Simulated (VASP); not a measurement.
# WS in VASP: notebook

Aim: see how the results for WS move with the level of theory and the settings. Levels: PBEsol, PBE. Tasks: single point.

Program: VASP 6.6.1. These are calculated values, not measurements. Logs are shortened: lines on timing, memory, paths and dates and some standing lists are left out, and cuts for length are marked.

## Step 1: The cell of the first run

The cell holds a slab with vacuum, 4 atoms: a = 3.184 Å, b = 3.184 Å, c = 31.951 Å, α = 90.00°, β = 90.00°, γ = 120.00°.

## Step 2: Single point, PBEsol

File INCAR:

```
SYSTEM = WS
ALGO = Normal
EDIFF = 1E-6
ENCUT = 520
GGA = PS
ISIF = 2
ISMEAR = -1
LASPH = .True.
LCHARG = .False.
LREAL = .False.
LWAVE = .False.
NBANDS = 28
NELM = 100
PREC = Accurate
SIGMA = 0.05
```

File KPOINTS:

```
k-points
0
Gamma
  10 10 1
  0 0 0
```

File POSCAR:

```
WS
1.0
    3.1835163551      0.0000000000      0.0000000000
   -1.5917581776      2.7570060369      0.0000000000
    0.0000000000      0.0000000000     31.9505778900
W S
2 2
Direct
    0.3333333300      0.6666666600      0.2347375383
    0.3333333300      0.6666666600      0.7652624617
    0.6666666700      0.3333333400      0.2835461018
    0.6666666700      0.3333333400      0.7164538982
```

Potentials or basis: VASP PAW PBE potentials, release 64 (W_sv, S).

On the command line:

```sh
$ cat potpaw_PBE.64/W_sv/POTCAR potpaw_PBE.64/S/POTCAR > POTCAR
$ mpirun -np 1 vasp_std > vasp.out
```

OUTCAR:

```text
SYSTEM = WS
   EDIFF = 1E-6
   ENCUT = 520
   GGA = PS
   ISIF = 2
   ISMEAR = -1
   LASPH = .True.
   LREAL = .False.
   NELM = 100
   PREC = Accurate

 ion  position               nearest neighbor table
   1  0.333  0.667  0.235-   3 2.41   3 2.41   3 2.41
   2  0.333  0.667  0.765-   4 2.41   4 2.41   4 2.41
   3  0.667  0.333  0.284-   1 2.41   1 2.41   1 2.41
   4  0.667  0.333  0.716-   2 2.41   2 2.41   2 2.41

  LATTYP: Found a hexagonal cell.
 ALAT       =     3.1835163551
 C/A-ratio  =    10.0362537289

  Lattice vectors:

 A1 = (   3.1835163551,   0.0000000000,   0.0000000000)
 A2 = (  -1.5917581776,   2.7570060369,   0.0000000000)
 A3 = (   0.0000000000,   0.0000000000,  31.9505778900)

Analysis of symmetry for initial positions (statically):
=====================================================================
 Subroutine PRICEL returns:
 Original cell was already a primitive cell.

 Routine SETGRP: Setting up the symmetry group for a
 hexagonal supercell.

 Subroutine GETGRP returns: Found 12 space group operations
 (whereof 12 operations were pure point group operations)
 out of a pool of 24 trial point group operations.

The static configuration has the point symmetry D_3h.

Analysis of symmetry for dynamics (positions and initial velocities):
=====================================================================
 Subroutine PRICEL returns:
 Original cell was already a primitive cell.

 Routine SETGRP: Setting up the symmetry group for a
 hexagonal supercell.

 Subroutine GETGRP returns: Found 12 space group operations
 (whereof 12 operations were pure point group operations)
 out of a pool of 24 trial point group operations.

The dynamic configuration has the point symmetry D_3h.

 Subroutine INISYM returns: Found 12 space group operations
 (whereof 12 operations are pure point group operations),
 and found     1 'primitive' translations

----------------------------------------------------------------------------------------

                                     Primitive cell

  volume of cell :     280.4294

  direct lattice vectors                    reciprocal lattice vectors
     3.183516355  0.000000000  0.000000000     0.314118066  0.181356150  0.000000000
    -1.591758178  2.757006037  0.000000000     0.000000000  0.362712300  0.000000000
     0.000000000  0.000000000 31.950577890     0.000000000  0.000000000  0.031298338

  length of vectors
     3.183516355  3.183516355 31.950577890     0.362712300  0.362712300  0.031298338

  position of ions in fractional coordinates (direct lattice)
     0.333333330  0.666666660  0.234737538
     0.333333330  0.666666660  0.765262462
     0.666666670  0.333333340  0.283546102
     0.666666670  0.333333340  0.716453898

  ion indices of the primitive-cell ions
   primitive index   ion index
                 1           1
                 2           2
                 3           3
                 4           4

----------------------------------------------------------------------------------------

 KPOINTS: k-points

Automatic generation of k-mesh.
 Grid dimensions read from file:
 generate k-points for:   10   10    1

 Generating k-lattice:

  Cartesian coordinates                     Fractional coordinates (reciprocal lattice)
     0.031411807  0.018135615  0.000000000     0.100000000 -0.000000000  0.000000000
     0.000000000  0.036271230  0.000000000     0.000000000  0.100000000  0.000000000
     0.000000000  0.000000000  0.031298338     0.000000000  0.000000000  1.000000000

  Length of vectors
     0.036271230  0.036271230  0.031298338

  Shift w.r.t. Gamma in fractional coordinates (k-lattice)
     0.000000000  0.000000000  0.000000000

 Subroutine IBZKPT returns following result:
 ===========================================

 Found     14 irreducible k-points:

 Following reciprocal coordinates:
            Coordinates               Weight
  0.000000  0.000000  0.000000      1.000000
  0.100000  0.000000  0.000000      6.000000
  0.200000  0.000000  0.000000      6.000000
  0.300000 -0.000000  0.000000      6.000000
  0.400000  0.000000  0.000000      6.000000
  0.500000  0.000000  0.000000      3.000000
  0.100000  0.100000  0.000000      6.000000
  0.200000  0.100000  0.000000     12.000000
  0.300000  0.100000  0.000000     12.000000
  0.400000  0.100000  0.000000     12.000000
  0.200000  0.200000  0.000000      6.000000
  0.300000  0.200000  0.000000     12.000000
  0.400000  0.200000  0.000000      6.000000
  0.300000  0.300000  0.000000      6.000000
   k-points           NKPTS =     14   k-points in BZ     NKDIM =     14   number of bands    NBANDS=     28
   number of dos      NEDOS =    301   number of ions     NIONS =      4
   total plane-waves  NPLWV = 138240
   dimension x,y,z NGX =    24 NGY =   24 NGZ =  240
   dimension x,y,z NGXF=    48 NGYF=   48 NGZF=  480
   ions per type =               2   2
   NGX,Y,Z   is equivalent  to a cutoff of  12.53, 12.53, 12.49 a.u.
   NGXF,Y,Z  is equivalent  to a cutoff of  25.07, 25.07, 24.98 a.u.
 SYSTEM =  WS
   PREC   = accura    normal or accurate (medium, high low for compatibility)
   ISTART =      0    job   : 0-new  1-cont  2-samecut
   ICHARG =      2    charge: 1-file 2-atom 10-const
   ISPIN  =      1    spin polarized calculation?
   LNONCOLLINEAR =      F non collinear calculations
   LSORBIT =      F    spin-orbit coupling
   LASPH  =      T    aspherical Exc in radial PAW
   ENCUT  =  520.0 eV  38.22 Ry    6.18 a.u.   5.92  5.92 59.41*2*pi/ulx,y,z
   NELM   =    100;   NELMIN=  2; NELMDL= -5     # of ELM steps
   EDIFF  = 0.1E-05   stopping-criterion for ELM
   LREAL  =      F    real-space projection
   EDIFFG = 0.1E-04   stopping-criterion for IOM
   NSW    =      0    number of steps for IOM
   IBRION =     -1    ionic relax: 0-MD 1-quasi-New 2-CG
   NFREE  =      0    steps in history (QN), initial steepest desc. (CG)
   ISIF   =      2    stress and relaxation
   ISYM   =      2    0-nonsym 1-usesym 2-fastsym
   POTIM  = 0.5000    time-step for ionic-motion
   TEBEG  =    0.0;   TEEND  =   0.0 temperature during run
   PSTRESS=    0.0 pullay stress
   NELECT =      40.0000    total number of electrons
   NUPDOWN=      -1.0000    fix difference up-down
   EMIN   =  10.00;   EMAX   =-10.00  energy-range for DOS
   EFERMI =   0.00;   METHOD = LEGACY
   ISMEAR =    -1;   SIGMA  =   0.05  broadening in eV -4-tet -1-fermi 0-gaus
   EFERMI_NEDOS =   21; number of points for ismear=-14 and -15
   IALGO  =     38    algorithm
   IMIX   =      4    mixing-type and parameters
     AMIX     =   0.40;   BMIX     =  1.00
     AMIX_MAG =   1.60;   BMIX_MAG =  1.00
  volume/ion in A,a.u.               =      70.11       473.11
  Fermi-wavevector in a.u.,A,eV,Ry     =   0.855369  1.616414  9.954793  0.731657
  Thomas-Fermi vector in A             =   1.972108
   LORBIT       =      0    0 simple, 1 ext, 2 COOP (PROOUT), +10 PAW based schemes
   GGA     = PS    functional components
   LHFCALC =     F    Hartree Fock is set to
   AEXX    =    0.0000 exact exchange contribution
   IVDW    =     0    specifies the selected vdW correction
   LEPSILON=     F    determine dielectric tensor
   LRPA    =     F    only Hartree local field effects (RPA)
 non-spin polarized calculation
  energy-cutoff  :      520.00
  volume of cell :      280.43
 maximum number of plane-waves:      7598
 NGX is ok and might be reduce to    24
   NGX = 11   NGY = 11   NGZ =119

 number of electron      40.0000000 magnetization

 Free energy of the ion-electron system (eV)
  ---------------------------------------------------
  ext. energy  EPLUGINS =         0.00000000
  ---------------------------------------------------
  free energy    TOTEN  =       -34.06590475 eV

  energy without entropy =      -34.05877895  energy(sigma->0) =      -34.06234185

 E-fermi :  -1.6828     XC(G=0):  -3.9409

 val. band max:       -1.7546584289   @ k =   0.5000   0.0000   0.0000
 cond. band min:      -1.5685870130   @ k =   0.1000   0.1000   0.0000
 fundamental gap:      0.1860714159
 Fermi energy:        -1.6827513992

 k-point     1 :       0.0000    0.0000    0.0000
  band No.  band energies     occupation
      1     -76.0628      2.00000
      2     -76.0628      2.00000
      3     -40.3142      2.00000
      4     -40.3142      2.00000
      5     -40.0163      2.00000
      6     -40.0163      2.00000
[... 20 lines left out ...]
     27       1.3354      0.00000
     28       1.3354      0.00000

 k-point     2 :       0.1000    0.0000    0.0000
  band No.  band energies     occupation
      1     -76.0614      2.00000
      2     -76.0614      2.00000
      3     -40.3099      2.00000
      4     -40.3099      2.00000
      5     -40.0451      2.00000
      6     -40.0451      2.00000
[... 20 lines left out ...]
     27       1.4561      0.00000
     28       1.4561      0.00000

 k-point     3 :       0.2000    0.0000    0.0000
  band No.  band energies     occupation
      1     -76.0575      2.00000
      2     -76.0575      2.00000
      3     -40.2985      2.00000
      4     -40.2985      2.00000
      5     -40.1200      2.00000
      6     -40.1200      2.00000
[... 20 lines left out ...]
     27       1.6525      0.00000
     28       1.6525      0.00000

 k-point     4 :       0.3000   -0.0000    0.0000
  band No.  band energies     occupation
      1     -76.0527      2.00000
      2     -76.0527      2.00000
      3     -40.2847      2.00000
      4     -40.2847      2.00000
      5     -40.2110      2.00000
      6     -40.2110      2.00000
[... 268 lines left out ...]
     27       3.2186      0.00000
     28       3.2186      0.00000

 k-point    13 :       0.4000    0.2000    0.0000
  band No.  band energies     occupation
      1     -76.0462      2.00000
      2     -76.0462      2.00000
      3     -40.2790      2.00000
      4     -40.2790      2.00000
      5     -40.2631      2.00000
      6     -40.2631      2.00000
[... 20 lines left out ...]
     27       2.9320      0.00000
     28       2.9320      0.00000

 k-point    14 :       0.3000    0.3000    0.0000
  band No.  band energies     occupation
      1     -76.0457      2.00000
      2     -76.0457      2.00000
      3     -40.2623      2.00000
      4     -40.2623      2.00000
      5     -40.2501      2.00000
      6     -40.2501      2.00000
[... 20 lines left out ...]
     27       2.9086      0.00000
     28       2.9086      0.00000

------------------------ aborting loop because EDIFF is reached ----------------------------------------

  FORCE on cell =-STRESS in cart. coord.  units (eV):
  Direction    XX          YY          ZZ          XY          YZ          ZX
  --------------------------------------------------------------------------------------
  -------------------------------------------------------------------------------------
  Total      -13.1101266    -13.1101266     -2.7257777      0.0000000      0.0000000      0.0000000
  in kB      -74.9020922    -74.9020922    -15.5731867      0.0000000      0.0000000      0.0000000
  external PRESSURE =     -55.1257904 kB  Pullay stress =       0.0000000 kB

 VOLUME and BASIS-vectors are now :
 -----------------------------------------------------------------------------
  energy-cutoff  :      520.00
  volume of cell :      280.43
      direct lattice vectors                 reciprocal lattice vectors
     3.183516355  0.000000000  0.000000000     0.314118066  0.181356150  0.000000000
    -1.591758178  2.757006037  0.000000000     0.000000000  0.362712300  0.000000000
     0.000000000  0.000000000 31.950577890     0.000000000  0.000000000  0.031298338

 POSITION                                       TOTAL-FORCE (eV/Angst)
 -----------------------------------------------------------------------------------
     -0.00000      1.83800      7.50000        -0.000000      0.000000      0.861507
     -0.00000      1.83800     24.45058         0.000000      0.000000     -0.861507
      1.59176      0.91900      9.05946        -0.000000     -0.000000     -0.861671
      1.59176      0.91900     22.89112        -0.000000     -0.000000      0.861671
 -----------------------------------------------------------------------------------
    total drift:                                0.000000      0.000023     -0.000000

  FREE ENERGIE OF THE ION-ELECTRON SYSTEM (eV)
  ---------------------------------------------------
  free  energy   TOTEN  =       -34.0659047511 eV

  energy  without entropy=      -34.0587789453  energy(sigma->0) =      -34.06234185
```

It took 2 min on 1 thread of Intel Xeon Platinum 8559C (Emerald Rapids), shared host; peak memory 0.4 GiB.

Results:

```
Free energy            : -34.0659 eV
Largest force          : 0.862 eV/Å
Band gap on the k mesh : 0.19 eV, indirect (least direct gap 0.80 eV)
```

Forces on the atoms (eV/Å):
```
W    0.000  0.000  0.862
W    0.000  0.000 -0.862
S    0.000  0.000 -0.862
S    0.000  0.000  0.862
```

Levels at points of the mesh, in eV from the valence-band top:
| k point | band 18 | band 19 | band 20 | band 21 | band 22 | band 23 |
| --- | --- | --- | --- | --- | --- | --- |
| (0.00, 0.00, 0.00) | -0.75 | -0.53 | -0.53 | 0.38 | 0.38 | 0.38 |
| (0.50, 0.00, 0.00) | -1.50 | 0.00 | 0.00 | 1.49 | 1.49 | 2.70 |

Caveat: the PAW data sets were made with another functional, which shifts forces and pressure a little; spin-orbit coupling is left out, which moves the levels of the heavy elements.

## Step 3: Single point, PBE

File INCAR:

```
SYSTEM = WS
  ALGO = Normal
  DIPOL = 0.5 0.5 0.500
  EDIFF = 1E-6
  ENCUT = 520
  GGA = PE
  IDIPOL = 3
  ISIF = 2
  ISMEAR = -1
  LASPH = .True.
  LCHARG = .True.
  LDIPOL = .True.
  LELF = .True.
  LREAL = .False.
  LVACPOTAV = .True.
  LVHAR = .True.
  LWAVE = .False.
  NBANDS = 28
  NELM = 60
  PREC = Accurate
  SIGMA = 0.05
```

KPOINTS is that of step 2.

POSCAR is that of step 2.

Potentials or basis: VASP PAW PBE potentials, release 64 (W_sv, S).

On the command line:

```sh
$ cat potpaw_PBE.64/W_sv/POTCAR potpaw_PBE.64/S/POTCAR > POTCAR
$ mpirun -np 1 vasp_std > vasp.out
```

Run time: 4.1 min. Hardware: 1 thread of AMD EPYC 7R13, shared host; peak memory 0.37 GiB.

It converged, with:

* Free energy: -32.1442 eV
* Largest force: 0.496 eV/Å
* Band gap on the k mesh: 0.21 eV, indirect (least direct gap 0.82 eV)

Forces on the atoms (eV/Å):
```
W    0.000  0.000  0.496
W    0.000  0.000 -0.496
S    0.000  0.000 -0.496
S    0.000  0.000  0.496
```

Levels at points of the mesh, in eV from the valence-band top:
| k point | band 16 | band 17 | band 18 | band 19 | band 20 | band 21 | band 22 | band 23 | band 24 | band 25 |
| --- | --- | --- | --- | --- | --- | --- | --- | --- | --- | --- |
| (0.00, 0.00, 0.00) | -2.51 | -0.74 | -0.74 | -0.52 | -0.52 | 0.40 | 0.40 | 0.40 | 0.40 | 3.08 |
| (0.50, 0.00, 0.00) | -2.98 | -1.48 | -1.48 | 0.00 | 0.00 | 1.51 | 1.51 | 2.71 | 2.71 | 3.20 |

Caveat: spin-orbit coupling is left out, which moves the levels of the heavy elements.
